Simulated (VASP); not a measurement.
# Ho4S (Pm-3m) in VASP: further runs

The runs below take Ho4S through single point, relaxation of cell and atoms, with PBE.

All numbers are computed with VASP 6.6.1; they aren't measurements. Logs are shortened: lines on timing, memory, paths and dates and some standing lists are left out, and cuts for length are marked.

**1. The cell of the first run**

The structure is cubic, space group Pm-3m (No. 221). The conventional cell has a = 5.439 Å, b = 5.439 Å, c = 5.439 Å, α = 90.00°, β = 90.00°, γ = 90.00°. Ho (site symmetry 4/mmm) has 2 Ho at 2.72 Å within 3.6 Å. Within 3.6 Å of Ho (site symmetry m-3m) lie 6 Ho at 2.72 Å. Within 5.0 Å of S (site symmetry m-3m) lie 20 Ho at 3.85 to 4.71 Å.

The cell was generated, and may not be a known phase.

**2. Single point, PBE**

INCAR

```
ALGO = Normal
EDIFF = 1E-6
ENCUT = 500
GGA = PE
GGA_COMPAT = False
ISIF = 2
ISMEAR = 0
LASPH = True
LCHARG = False
LMAXMIX = 6
LREAL = False
LWAVE = False
NBANDS = 29
NELM = 200
PREC = Accurate
SIGMA = 0.2
```

KPOINTS

```
k-points
0
Gamma
  3 3 3
```

POSCAR

```
Ho4S
1.0
    5.4386379383      0.0000000000      0.0000000000
    0.0000000000      5.4386379383      0.0000000000
    0.0000000000      0.0000000000      5.4386379383
Ho S
4 1
Direct
    0.0000000000      0.5000000000      0.5000000000
    0.5000000000      0.0000000000      0.5000000000
    0.5000000000      0.5000000000      0.0000000000
    0.5000000000      0.5000000000      0.5000000000
    0.0000000000      0.0000000000      0.0000000000
```

Potentials or basis: VASP PAW PBE potentials, release 64 (Ho_3, S), 4f in core.

Command:

```
$ cat potpaw_PBE.64/Ho_3/POTCAR potpaw_PBE.64/S/POTCAR > POTCAR
$ mpirun -np 1 vasp_std > vasp.out
```

OUTCAR:

```text
EDIFF = 1E-6
   ENCUT = 500
   GGA = PE
   ISIF = 2
   ISMEAR = 0
   LASPH = True
   LREAL = False
   NELM = 200
   PREC = Accurate

 ion  position               nearest neighbor table
   1  0.000  0.500  0.500-   4 2.72   4 2.72
   2  0.500  0.000  0.500-   4 2.72   4 2.72
   3  0.500  0.500  0.000-   4 2.72   4 2.72
   4  0.500  0.500  0.500-   1 2.72   2 2.72   3 2.72   3 2.72   2 2.72   1 2.72
   5  0.000  0.000  0.000-

  LATTYP: Found a simple cubic cell.
 ALAT       =     5.4386379383

  Lattice vectors:

 A1 = (   5.4386379383,   0.0000000000,   0.0000000000)
 A2 = (   0.0000000000,   5.4386379383,   0.0000000000)
 A3 = (   0.0000000000,   0.0000000000,   5.4386379383)

Analysis of symmetry for initial positions (statically):
=====================================================================
 Subroutine PRICEL returns:
 Original cell was already a primitive cell.

 Routine SETGRP: Setting up the symmetry group for a
 simple cubic supercell.

 Subroutine GETGRP returns: Found 48 space group operations
 (whereof 48 operations were pure point group operations)
 out of a pool of 48 trial point group operations.

The static configuration has the point symmetry O_h .

Analysis of symmetry for dynamics (positions and initial velocities):
=====================================================================
 Subroutine PRICEL returns:
 Original cell was already a primitive cell.

 Routine SETGRP: Setting up the symmetry group for a
 simple cubic supercell.

 Subroutine GETGRP returns: Found 48 space group operations
 (whereof 48 operations were pure point group operations)
 out of a pool of 48 trial point group operations.

The dynamic configuration has the point symmetry O_h .

 Subroutine INISYM returns: Found 48 space group operations
 (whereof 48 operations are pure point group operations),
 and found     1 'primitive' translations

----------------------------------------------------------------------------------------

                                     Primitive cell

  volume of cell :     160.8683

[... 67 lines left out ...]
   ISPIN  =      1    spin polarized calculation?
   LNONCOLLINEAR =      F non collinear calculations
   LSORBIT =      F    spin-orbit coupling
   LASPH  =      T    aspherical Exc in radial PAW
   ENCUT  =  500.0 eV  36.75 Ry    6.06 a.u.   9.92  9.92  9.92*2*pi/ulx,y,z
   NELM   =    200;   NELMIN=  2; NELMDL= -5     # of ELM steps
   EDIFF  = 0.1E-05   stopping-criterion for ELM
   LREAL  =      F    real-space projection
   EDIFFG = 0.1E-04   stopping-criterion for IOM
   NSW    =      0    number of steps for IOM
   IBRION =     -1    ionic relax: 0-MD 1-quasi-New 2-CG
   NFREE  =      0    steps in history (QN), initial steepest desc. (CG)
   ISIF   =      2    stress and relaxation
   ISYM   =      2    0-nonsym 1-usesym 2-fastsym
   POTIM  = 0.5000    time-step for ionic-motion
   TEBEG  =    0.0;   TEEND  =   0.0 temperature during run
   PSTRESS=    0.0 pullay stress
   NELECT =      42.0000    total number of electrons
   NUPDOWN=      -1.0000    fix difference up-down
   EMIN   =  10.00;   EMAX   =-10.00  energy-range for DOS
   EFERMI =   0.00;   METHOD = LEGACY
   ISMEAR =     0;   SIGMA  =   0.20  broadening in eV -4-tet -1-fermi 0-gaus
   EFERMI_NEDOS =   21; number of points for ismear=-14 and -15
   IALGO  =     38    algorithm
   IMIX   =      4    mixing-type and parameters
     AMIX     =   0.40;   BMIX     =  1.00
     AMIX_MAG =   1.60;   BMIX_MAG =  1.00
  volume/ion in A,a.u.               =      32.17       217.12
  Fermi-wavevector in a.u.,A,eV,Ry     =   1.046328  1.977273 14.895685  1.094802
  Thomas-Fermi vector in A             =   2.181161
   LORBIT       =      0    0 simple, 1 ext, 2 COOP (PROOUT), +10 PAW based schemes
   GGA     = PE    functional components
   LHFCALC =     F    Hartree Fock is set to
   AEXX    =    0.0000 exact exchange contribution
   IVDW    =     0    specifies the selected vdW correction
   LEPSILON=     F    determine dielectric tensor
   LRPA    =     F    only Hartree local field effects (RPA)
 non-spin polarized calculation
 Gauss-broadening in eV      SIGMA  =   0.20
  energy-cutoff  :      500.00
  volume of cell :      160.87
 maximum number of plane-waves:      4108
 NGX is ok and might be reduce to    40
   NGX = 19   NGY = 19   NGZ = 19

 number of electron      42.0000002 magnetization

 Free energy of the ion-electron system (eV)
  ---------------------------------------------------
  ext. energy  EPLUGINS =         0.00000000
  ---------------------------------------------------
  free energy    TOTEN  =       -17.85059631 eV

  energy without entropy =      -17.83583192  energy(sigma->0) =      -17.84321412

 E-fermi :   2.4597     XC(G=0):  -9.1517

 val. band max:        2.0535612675   @ k =   0.3333   0.3333   0.0000
 cond. band min:       2.5062868753   @ k =   0.0000   0.0000   0.0000
 fundamental gap:      0.4527256078
 Fermi energy:         2.4596747840

 k-point     1 :       0.0000    0.0000    0.0000
  band No.  band energies     occupation
      1     -22.9741      2.00000
      2     -22.9741      2.00000
      3     -22.9741      2.00000
      4     -22.0590      2.00000
      5     -22.0590      2.00000
      6     -22.0590      2.00000
[... 117 lines left out ...]
     28       4.2276      0.00000
     29       4.6422      0.00000

------------------------ aborting loop because EDIFF is reached ----------------------------------------

  FORCE on cell =-STRESS in cart. coord.  units (eV):
  Direction    XX          YY          ZZ          XY          YZ          ZX
  --------------------------------------------------------------------------------------
  -------------------------------------------------------------------------------------
  Total        1.2292979      1.2292979      1.2292979     -0.0000000     -0.0000000      0.0000000
  in kB       12.2432659     12.2432659     12.2432659     -0.0000000     -0.0000000      0.0000000
  external PRESSURE =      12.2432659 kB  Pullay stress =       0.0000000 kB

 VOLUME and BASIS-vectors are now :
 -----------------------------------------------------------------------------
  energy-cutoff  :      500.00
  volume of cell :      160.87
      direct lattice vectors                 reciprocal lattice vectors
     5.438637938  0.000000000  0.000000000     0.183869566  0.000000000  0.000000000
     0.000000000  5.438637938  0.000000000     0.000000000  0.183869566  0.000000000
     0.000000000  0.000000000  5.438637938     0.000000000  0.000000000  0.183869566

 POSITION                                       TOTAL-FORCE (eV/Angst)
 -----------------------------------------------------------------------------------
      0.00000      2.71932      2.71932         0.000000      0.000000      0.000000
      2.71932      0.00000      2.71932         0.000000      0.000000      0.000000
      2.71932      2.71932      0.00000         0.000000      0.000000      0.000000
      2.71932      2.71932      2.71932         0.000000      0.000000      0.000000
      0.00000      0.00000      0.00000         0.000000      0.000000      0.000000
 -----------------------------------------------------------------------------------
    total drift:                               -0.000000     -0.000000     -0.000000

  FREE ENERGIE OF THE ION-ELECTRON SYSTEM (eV)
  ---------------------------------------------------
  free  energy   TOTEN  =       -17.8505963123 eV

  energy  without entropy=      -17.8358319219  energy(sigma->0) =      -17.84321412
```

OSZICAR:

```text
N       E                     dE             d eps       ncg     rms          rms(c)
DAV:   1     0.341354443498E+03    0.34135E+03   -0.17124E+04   256   0.127E+03
DAV:   2     0.183297226653E+02   -0.32302E+03   -0.31568E+03   348   0.663E+02
DAV:   3    -0.161152104088E+02   -0.34445E+02   -0.31532E+02   364   0.161E+02
DAV:   4    -0.209217390653E+02   -0.48065E+01   -0.45560E+01   416   0.443E+01
DAV:   5    -0.211735721375E+02   -0.25183E+00   -0.24629E+00   392   0.942E+00    0.312E+01
DAV:   6    -0.178348897859E+02    0.33387E+01   -0.18722E+01   408   0.296E+01    0.162E+01
DAV:   7    -0.178694528859E+02   -0.34563E-01   -0.15982E+00   392   0.764E+00    0.772E+00
DAV:   8    -0.178453401426E+02    0.24113E-01   -0.16190E-01   416   0.429E+00    0.140E+00
DAV:   9    -0.178502270244E+02   -0.48869E-02   -0.40214E-02   368   0.118E+00    0.513E-01
DAV:  10    -0.178505121557E+02   -0.28513E-03   -0.40008E-03   400   0.571E-01    0.210E-01
DAV:  11    -0.178505951899E+02   -0.83034E-04   -0.62607E-04   376   0.153E-01    0.452E-02
DAV:  12    -0.178505938726E+02    0.13173E-05   -0.93774E-05   384   0.811E-02    0.214E-02
DAV:  13    -0.178505958270E+02   -0.19544E-05   -0.30516E-05   360   0.416E-02    0.927E-03
DAV:  14    -0.178505963123E+02   -0.48524E-06   -0.22413E-06   280   0.131E-02
   1 F= -.17850596E+02 E0= -.17843214E+02  d E =-.147644E-01
```

It took 30 s on 1 thread of Intel Xeon Platinum 8175M at 2.50GHz (Skylake/Cascade Lake), shared host; peak memory 0.23 GiB.

What came out:

| Property | Result |
| --- | --- |
| Free energy | -17.8506 eV |
| Pressure | 1.2 GPa |
| Band gap on the k mesh | zero (bands 21 and 22 overlap by 1.57 eV) |

Caveat: the k points lie up to 0.39 Å⁻¹ apart, too coarse for converged energies and pressures of a metal; spin-orbit coupling is left out, which moves the levels of the heavy elements; the 4f electrons are frozen in the core, so they carry no moment and show no levels; the run has no spin polarisation, though such a crystal can be magnetic. Spin polarisation is off, so any magnetic state and its effect on volume and gap are missing.

(Continued in part 2 of 2.)

The gap in the log of VASP goes by the Fermi energy; the results here count the filled bands.